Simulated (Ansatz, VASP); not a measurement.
Rb: VASP beside Ansatz

```
Rb
1.0
     0.02730    3.63988    3.63988
     3.63988    0.02730    3.63988
     3.66718    3.66718    0.00000
Rb
1
Direct
  0.00000 0.00000 0.00000
```

Change from the starting cell: strain +0.0150 x Voigt [0, 0, 0, 0, 0, 1], atoms carried along.

Alike in both runs: task single point; functional LDA; k mesh 12 × 12 × 12; occupations gaussian, width 0.15 eV; no spin polarisation.

```csv
,VASP,Ansatz
version,VASP 6.6.1,Ansatz 0.2.0
potentials or method,"VASP PAW LDA potentials, release 64 (Rb_sv), cutoff 520 eV","scalar-relativistic, plane waves, PAW"
valence electrons in the cell,9,9
```

|  | VASP | Ansatz | Ansatz less VASP |
| --- | --- | --- | --- |
| gap on the k mesh at the Fermi level (eV) | none | none | - |
| pressure (GPa) | -0.5 | -0.5 | 0.00 |

LDA's correlation is that of Perdew and Zunger in VASP and of Perdew and Wang (1992) in Ansatz. A gap of «none» marks a metal or a gap that the smearing closes.
